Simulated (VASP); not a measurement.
# Pt3Cl in VASP: a series of runs

Runs on Pt3Cl. Level: PBE. Tasks: relaxation of the atoms, single point.

All numbers are computed with VASP 6.6.1; they aren't measurements. Logs are shortened: lines on timing, memory, paths and dates and some standing lists are left out, and cuts for length are marked.

### 1 The cell of the first run

The cell holds a slab with vacuum, 4 atoms: a = 2.807 Å, b = 2.807 Å, c = 19.351 Å, α = 90.00°, β = 90.00°, γ = 90.00°.

### 2 Relaxation of the atoms, PBE

INCAR reads:

```
SYSTEM = Pt3Cl
  PREC = Accurate
  ENCUT = 450
  EDIFF = 1E-7
  ISMEAR = 0
  SIGMA = 0.1
  LREAL = .False.
  LASPH = .True.
  NELM = 120
  ALGO = Normal
  ISIF = 2
  LWAVE = .False.
  LCHARG = .False.
  LDIPOL = .True.
  IDIPOL = 3
  DIPOL = 0.5 0.5 0.361
  GGA = PE
  IBRION = 2
  NSW = 50
  EDIFFG = -0.025
  GGA_COMPAT = .False.
  NELMIN = 4
  NELMDL = -8
```

KPOINTS reads:

```
regular mesh
0
Gamma
  9 9 1
  0 0 0
```

POSCAR reads:

```
Pt3Cl
1.0
    2.8071640675      0.0000000000      0.0000000000
    0.0000000000      2.8071640675      0.0000000000
    0.0000000000      0.0000000000     19.3513901305
Pt Cl
3 1
Selective dynamics
Direct
    0.5000000000      0.5000000000      0.2067034964  F F F
    0.0000000000      0.0000000000      0.3062505503  F F F
    0.5000000000      0.5000000000      0.4057274479  T T T
    0.5000000000      0.6666666667      0.5253534275  F F T
```

Potentials or basis: VASP PAW PBE potentials, release 64 (Pt, Cl).

Run with:

```bash
$ cat potpaw_PBE.64/Pt/POTCAR potpaw_PBE.64/Cl/POTCAR > POTCAR
$ mpirun -np 1 vasp_std > vasp.out
```

OUTCAR:

```text
SYSTEM = Pt3Cl
   PREC = Accurate
   ENCUT = 450
   EDIFF = 1E-7
   ISMEAR = 0
   LREAL = .False.
   LASPH = .True.
   NELM = 120
   ISIF = 2
   GGA = PE
   IBRION = 2
   NSW = 50
   EDIFFG = -0.025
   NELMIN = 4
   NELMDL = -8

 ion  position               nearest neighbor table
   1  0.500  0.500  0.207-   2 2.77   2 2.77   2 2.77   2 2.77
   2  0.000  0.000  0.306-   3 2.77   3 2.77   3 2.77   3 2.77   1 2.77   1 2.77   1 2.77   1 2.77

   3  0.500  0.500  0.406-   4 2.36   2 2.77   2 2.77   2 2.77   2 2.77
   4  0.500  0.667  0.525-   3 2.36

  LATTYP: Found a simple tetragonal cell.
 ALAT       =     2.8071640675
 C/A-ratio  =     6.8935728961

  Lattice vectors:

 A1 = (   2.8071640675,   0.0000000000,   0.0000000000)
 A2 = (   0.0000000000,   2.8071640675,   0.0000000000)
 A3 = (   0.0000000000,   0.0000000000,  19.3513901305)

Analysis of symmetry for initial positions (statically):
=====================================================================
 Subroutine PRICEL returns:
 Original cell was already a primitive cell.

 Routine SETGRP: Setting up the symmetry group for a
 simple tetragonal supercell.

 Subroutine GETGRP returns: Found  2 space group operations
 (whereof  2 operations were pure point group operations)
 out of a pool of 16 trial point group operations.

The static configuration has the point symmetry C_1h.

Analysis of symmetry for dynamics (positions and initial velocities):
=====================================================================
 Subroutine PRICEL returns:
 Original cell was already a primitive cell.

 Routine SETGRP: Setting up the symmetry group for a
 simple tetragonal supercell.

 Subroutine GETGRP returns: Found  2 space group operations
 (whereof  2 operations were pure point group operations)
 out of a pool of 16 trial point group operations.

The dynamic configuration has the point symmetry C_1h.

Analysis of constrained symmetry for selective dynamics:
=====================================================================
 Subroutine PRICEL returns:
 Original cell was already a primitive cell.

 Routine SETGRP: Setting up the symmetry group for a
 simple tetragonal supercell.

 Subroutine GETGRP returns: Found  2 space group operations
 (whereof  2 operations were pure point group operations)
 out of a pool of 16 trial point group operations.

The constrained configuration has the point symmetry C_1h.

 Subroutine INISYM returns: Found  2 space group operations
 (whereof  2 operations are pure point group operations),
 and found     1 'primitive' translations

----------------------------------------------------------------------------------------

                                     Primitive cell

  volume of cell :     152.4922

  direct lattice vectors                    reciprocal lattice vectors
     2.807164068  0.000000000  0.000000000     0.356231405  0.000000000  0.000000000
     0.000000000  2.807164068  0.000000000     0.000000000  0.356231405  0.000000000
     0.000000000  0.000000000 19.351390131     0.000000000  0.000000000  0.051675874

  length of vectors
     2.807164068  2.807164068 19.351390131     0.356231405  0.356231405  0.051675874

  position of ions in fractional coordinates (direct lattice)
     0.500000000  0.500000000  0.206703496
     0.000000000  0.000000000  0.306250550
     0.500000000  0.500000000  0.405727448
     0.500000000  0.666666667  0.525353428

  ion indices of the primitive-cell ions
   primitive index   ion index
                 1           1
                 2           2
                 3           3
                 4           4

----------------------------------------------------------------------------------------

 KPOINTS: regular mesh

Automatic generation of k-mesh.
 Grid dimensions read from file:
 generate k-points for:    9    9    1

 Generating k-lattice:

  Cartesian coordinates                     Fractional coordinates (reciprocal lattice)
     0.039581267  0.000000000  0.000000000     0.111111111  0.000000000  0.000000000
     0.000000000  0.039581267  0.000000000     0.000000000  0.111111111  0.000000000
     0.000000000  0.000000000  0.051675874     0.000000000  0.000000000  1.000000000

  Length of vectors
     0.039581267  0.039581267  0.051675874

  Shift w.r.t. Gamma in fractional coordinates (k-lattice)
     0.000000000  0.000000000  0.000000000

 Subroutine IBZKPT returns following result:
 ===========================================

 Found     25 irreducible k-points:

 Following reciprocal coordinates:
            Coordinates               Weight
  0.000000  0.000000  0.000000      1.000000
  0.111111  0.000000  0.000000      2.000000
  0.000000  0.111111  0.000000      2.000000
  0.222222  0.000000  0.000000      2.000000
  0.000000  0.222222  0.000000      2.000000
  0.333333  0.000000  0.000000      2.000000
[... 16 lines left out ...]
  0.444444  0.333333  0.000000      4.000000
 -0.333333  0.444444  0.000000      4.000000
   k-points           NKPTS =     25   k-points in BZ     NKDIM =     25   number of bands    NBANDS=     22
   number of dos      NEDOS =    301   number of ions     NIONS =      4
   total plane-waves  NPLWV =  56000
   dimension x,y,z NGX =    20 NGY =   20 NGZ =  140
   dimension x,y,z NGXF=    40 NGYF=   40 NGZF=  280
   ions per type =               3   1
   NGX,Y,Z   is equivalent  to a cutoff of  11.84, 11.84, 12.03 a.u.
   NGXF,Y,Z  is equivalent  to a cutoff of  23.69, 23.69, 24.05 a.u.
 SYSTEM =  Pt3Cl
   PREC   = accura    normal or accurate (medium, high low for compatibility)
   ISTART =      0    job   : 0-new  1-cont  2-samecut
   ICHARG =      2    charge: 1-file 2-atom 10-const
   ISPIN  =      1    spin polarized calculation?
   LNONCOLLINEAR =      F non collinear calculations
   LSORBIT =      F    spin-orbit coupling
   LASPH  =      T    aspherical Exc in radial PAW
   ENCUT  =  450.0 eV  33.07 Ry    5.75 a.u.   4.86  4.86 33.47*2*pi/ulx,y,z
   NELM   =    120;   NELMIN=  4; NELMDL= -8     # of ELM steps
   EDIFF  = 0.1E-06   stopping-criterion for ELM
   LREAL  =      F    real-space projection
   EDIFFG = -.3E-01   stopping-criterion for IOM
   NSW    =     50    number of steps for IOM
   IBRION =      2    ionic relax: 0-MD 1-quasi-New 2-CG
   NFREE  =      1    steps in history (QN), initial steepest desc. (CG)
   ISIF   =      2    stress and relaxation
   ISYM   =      2    0-nonsym 1-usesym 2-fastsym
   POTIM  = 0.5000    time-step for ionic-motion
   TEBEG  =    0.0;   TEEND  =   0.0 temperature during run
   PSTRESS=    0.0 pullay stress
   NELECT =      37.0000    total number of electrons
   NUPDOWN=      -1.0000    fix difference up-down
   EMIN   =  10.00;   EMAX   =-10.00  energy-range for DOS
   EFERMI =   0.00;   METHOD = LEGACY
   ISMEAR =     0;   SIGMA  =   0.10  broadening in eV -4-tet -1-fermi 0-gaus
   EFERMI_NEDOS =   21; number of points for ismear=-14 and -15
   IALGO  =     38    algorithm
   IMIX   =      4    mixing-type and parameters
     AMIX     =   0.40;   BMIX     =  1.00
     AMIX_MAG =   1.60;   BMIX_MAG =  1.00
  volume/ion in A,a.u.               =      38.12       257.27
  Fermi-wavevector in a.u.,A,eV,Ry     =   1.021079  1.929560 14.185475  1.042603
  Thomas-Fermi vector in A             =   2.154684
   LORBIT       =      0    0 simple, 1 ext, 2 COOP (PROOUT), +10 PAW based schemes
   GGA     = PE    functional components
   LHFCALC =     F    Hartree Fock is set to
   AEXX    =    0.0000 exact exchange contribution
   IVDW    =     0    specifies the selected vdW correction
   LEPSILON=     F    determine dielectric tensor
   LRPA    =     F    only Hartree local field effects (RPA)
 conjugate gradient relaxation of ions
 non-spin polarized calculation
 Gauss-broadening in eV      SIGMA  =   0.10
  energy-cutoff  :      450.00
  volume of cell :      152.49
 maximum number of plane-waves:      3336
   NGX =  9   NGY =  9   NGZ = 67

--------------------------------------- Ionic step        1  -------------------------------------------

 number of electron      37.0000011 magnetization

 Free energy of the ion-electron system (eV)
  ---------------------------------------------------
  ext. energy  EPLUGINS =         0.00000000
  ---------------------------------------------------
  free energy    TOTEN  =       -18.73787633 eV

  energy without entropy =      -18.69726494  energy(sigma->0) =      -18.71757063

------------------------ aborting loop because EDIFF is reached ----------------------------------------

  FORCE on cell =-STRESS in cart. coord.  units (eV):
  Direction    XX          YY          ZZ          XY          YZ          ZX
  --------------------------------------------------------------------------------------
  -------------------------------------------------------------------------------------
  Total       -0.4180188      0.1115139     -0.0831765      0.0000000     -1.3043595      0.0000000
  in kB       -4.3919630      1.1716333     -0.8739039      0.0000000    -13.7044035      0.0000000
  external PRESSURE =      -1.3647445 kB  Pullay stress =       0.0000000 kB
[... 95 lines left out ...]
  FREE ENERGIE OF THE ION-ELECTRON SYSTEM (eV)
  ---------------------------------------------------
  free  energy   TOTEN  =       -18.7782183739 eV

  energy  without entropy=      -18.7388702052  energy(sigma->0) =      -18.75854429

 dipolmoment           0.000000      0.000000      0.012574 electrons x Angstroem

 vacuum level on the upper side and lower side of the slab       (xc-potential included)        -0.074         0.055

[... ionic steps 4 to 9 ...]

--------------------------------------- Ionic step       10  -------------------------------------------

 number of electron      37.0000009 magnetization

------------------------ aborting loop because EDIFF is reached ----------------------------------------
[... 71 lines left out ...]
--------------------------------------- Ionic step       12  -------------------------------------------

 number of electron      37.0000009 magnetization

 dipolmoment           0.000000      0.000000     -0.005820 electrons x Angstroem

 Free energy of the ion-electron system (eV)
  ---------------------------------------------------
  ext. energy  EPLUGINS =         0.00000000
  ---------------------------------------------------
  free energy    TOTEN  =       -18.80387522 eV

  energy without entropy =      -18.76582487  energy(sigma->0) =      -18.78485005

 E-fermi :   0.5806     XC(G=0):  -6.1217

 val. band max:        0.5743001834   @ k =   0.3333   0.1111   0.0000
 cond. band min:       0.5863271370   @ k =   0.3333   0.2222   0.0000
 fundamental gap:      0.0120269536
 Fermi energy:         0.5806050376

 k-point     1 :       0.0000    0.0000    0.0000
  band No.  band energies     occupation
      1     -15.9451      2.00000
      2      -8.2165      2.00000
      3      -6.0249      2.00000
      4      -5.6449      2.00000
      5      -5.2073      2.00000
      6      -5.0003      2.00000
[... 589 lines left out ...]
     21       4.8259      0.00000
     22       5.0595      0.00000

 [... further k-points ...]

------------------------ aborting loop because EDIFF is reached ----------------------------------------

 vacuum level on the upper side and lower side of the slab       (xc-potential included)        -0.162        -0.062

  FORCE on cell =-STRESS in cart. coord.  units (eV):
  Direction    XX          YY          ZZ          XY          YZ          ZX
  --------------------------------------------------------------------------------------
  -------------------------------------------------------------------------------------
  Total       -1.0455786     -0.8946258      0.0090057      0.0000000     -1.0904317      0.0000000
  in kB      -10.9854915     -9.3994890      0.0946192      0.0000000    -11.4567458      0.0000000
  external PRESSURE =      -6.7634538 kB  Pullay stress =       0.0000000 kB
[... 19 lines left out ...]
  FREE ENERGIE OF THE ION-ELECTRON SYSTEM (eV)
  ---------------------------------------------------
  free  energy   TOTEN  =       -18.8038752182 eV

  energy  without entropy=      -18.7658248746  energy(sigma->0) =      -18.78485005

 reached required accuracy - stopping structural energy minimisation

 vacuum level on the upper side and lower side of the slab         6.006         6.106
```

It took 23 min on 1 thread of AMD EPYC 7R43 (Zen 3), shared host; peak memory 0.22 GiB.

What came out:

```
Free energy               : -18.8039 eV
Energy gained by relaxing : 16.5 meV/atom
Ionic steps               : 12
Band gap on the k mesh    : zero (an odd number of electrons rules out a gap without spin polarisation)
```

Step by step:
```tsv
step	energy change (eV)	largest force on free atoms (eV/Å)	pressure (GPa)
1	0.0000	1.0995	-0.14
2	-0.0401	0.2167	-0.09
3	-0.0403	0.1832	-0.08
4	-0.0428	0.1787	-0.14
5	-0.0494	0.1649	-0.31
6	-0.0584	0.1375	-0.63
7	-0.0594	0.3095	-1.20
8	-0.0617	0.1970	-0.96
9	-0.0637	0.1517	-0.87
10	-0.0637	0.1372	-0.88
11	-0.0650	0.0892	-0.81
12	-0.0660	0.0194	-0.68
```

Final structure:
```yaml
crystal:
  lattice:
    - [2.80716, 0.00000, 0.00000]
    - [0.00000, 2.80716, 0.00000]
    - [0.00000, 0.00000, 19.35139]
  atoms:
    - { symbol: Pt, position: [0.50000, 0.50000, 0.20670] }
    - { symbol: Pt, position: [0.00000, 0.00000, 0.30625] }
    - { symbol: Pt, position: [0.50000, 0.58244, 0.41128] }
    - { symbol: Cl, position: [0.50000, 0.66667, 0.52834] }
```

Caveat: spin-orbit coupling is left out, which moves the levels of the heavy elements; an odd number of electrons without spin polarisation forces a metal; a magnetic or distorted state may lie lower.

### 3 Single point, PBE

INCAR reads:

```
SYSTEM = Pt3Cl
  PREC = Accurate
  ENCUT = 400
  EDIFF = 1E-6
  ISMEAR = 0
  SIGMA = 0.1
  LREAL = .FALSE.
  LASPH = .TRUE.
  NELM = 120
  ALGO = Normal
  ISIF = 2
  LWAVE = .FALSE.
  LCHARG = .FALSE.
  LDIPOL = .TRUE.
  IDIPOL = 3
  DIPOL = 0.5 0.5 0.360
  GGA = PE
  NBANDS = 26
  GGA_COMPAT = .FALSE.
  NELMDL = -8
```

KPOINTS reads:

```
regular mesh
0
G
  9 9 1
  0 0 0
```

POSCAR reads:

```
Pt3Cl
1.0
    2.8071640675      0.0000000000      0.0000000000
    0.0000000000      2.8071640675      0.0000000000
    0.0000000000      0.0000000000     19.3513901305
Pt Cl
3 1
Direct
    0.5000000000      0.5000000000      0.2067034964
    0.0000000000      0.0000000000      0.3062505503
    0.5000000000      0.4611481844      0.4086119828
    0.5000000000      0.8333333333      0.5173316889
```

Potentials or basis: VASP PAW PBE potentials, release 64 (Pt, Cl).

Run with:

```bash
$ cat potpaw_PBE.64/Pt/POTCAR potpaw_PBE.64/Cl/POTCAR > POTCAR
$ mpirun -np 1 vasp_std > vasp.out
```

It took 64 s on 1 thread of AMD EPYC 9R45 (Zen 5), shared host; peak memory 0.19 GiB.

The run converged. Its results:

- Free energy: -18.6637 eV
- Largest force: 0.087 eV/Å
- Band gap on the k mesh: zero (an odd number of electrons rules out a gap without spin polarisation)

Forces on the atoms (eV/Å):
```
Pt   0.000  0.076 -0.043
Pt   0.000 -0.032  0.067
Pt   0.000 -0.017 -0.003
Cl   0.000 -0.027 -0.021
```

Levels at points of the mesh, in eV from the Fermi level:
| k point | band 15 | band 16 | band 17 | band 18 | band 19 | band 20 | band 21 | band 22 | band 23 | band 24 |
| --- | --- | --- | --- | --- | --- | --- | --- | --- | --- | --- |
| (0.00, 0.00, 0.00) | -1.30 | -0.61 | -0.46 | -0.44 | 0.02 | 0.19 | 0.34 | 1.04 | 4.51 | 5.37 |

Caveat: spin-orbit coupling is left out, which moves the levels of the heavy elements; an odd number of electrons without spin polarisation forces a metal; a magnetic or distorted state may lie lower.

### 4 Single point, PBE

INCAR reads:

```
PREC = Accurate
ENCUT = 400
EDIFF = 1E-6
ISMEAR = 0
SIGMA = 0.1
LREAL = False
LASPH = True
NELM = 120
ALGO = Normal
ISIF = 2
LWAVE = False
LCHARG = False
LDIPOL = True
IDIPOL = 3
DIPOL = 0.5 0.5 0.363
GGA = PE
NBANDS = 26
GGA_COMPAT = False
NELMDL = -8
```

KPOINTS reads:

```
regular mesh
0
Gamma
  9 9 1
```

POSCAR, as its differences from that of step 3:

```diff
@@ -10,3 +10,3 @@
     0.0000000000      0.0000000000      0.3062505503
-    0.5000000000      0.4611481844      0.4086119828
-    0.5000000000      0.8333333333      0.5173316889
+    0.5000000000      0.5834955522      0.4113674064
+    0.5000000000      0.6666666667      0.5285031537
```

Run with:

```bash
$ cat potpaw_PBE.64/Pt/POTCAR potpaw_PBE.64/Cl/POTCAR > POTCAR
$ mpirun -np 1 vasp_std > vasp.out
```

It took 71 s on 1 thread of AMD EPYC 9R45 (Zen 5), shared host; peak memory 0.19 GiB.

Results (log left out):

- Free energy: -18.8035 eV
- Largest force: 0.393 eV/Å
- Band gap on the k mesh: zero (an odd number of electrons rules out a gap without spin polarisation)

Forces on the atoms (eV/Å):
```
Pt   0.000 -0.090 -0.063
Pt   0.000  0.381  0.094
Pt   0.000  0.004  0.000
Cl   0.000 -0.294 -0.032
```

Levels at points of the mesh, in eV from the Fermi level:
```
           k point  band 15  band 16  band 17  band 18  band 19  band 20  band 21  band 22  band 23  band 24
(0.00, 0.00, 0.00)    -1.19    -0.62    -0.40    -0.35     0.03     0.20     0.32     0.98     4.21     5.35
```

Caveat: spin-orbit coupling is left out, which moves the levels of the heavy elements; an odd number of electrons without spin polarisation forces a metal; a magnetic or distorted state may lie lower.

### 5 Overview

```tsv
task	cell	cutoff (eV)	atoms held fixed (from 0)	gap on the mesh (eV)	largest force (eV/Å)
relaxation of the atoms	atoms relaxed, atomic positions A	450	[0, 1, 3]	none	-
single point	as given, atomic positions B	400	-	none	0.09
single point	as given, atomic positions C	400	-	none	0.39
```

Alike in all rows: level PBE; potentials or basis VASP PAW PBE potentials, release 64 (Pt, Cl); no spin polarisation; k mesh 9 × 9 × 1; smearing gaussian 0.1 eV.

Caveats: spin-orbit coupling is left out, which moves the levels of the heavy elements; an odd number of electrons without spin polarisation forces a metal; a magnetic or distorted state may lie lower.

Absolute energies hang on the potentials; compare differences alone.
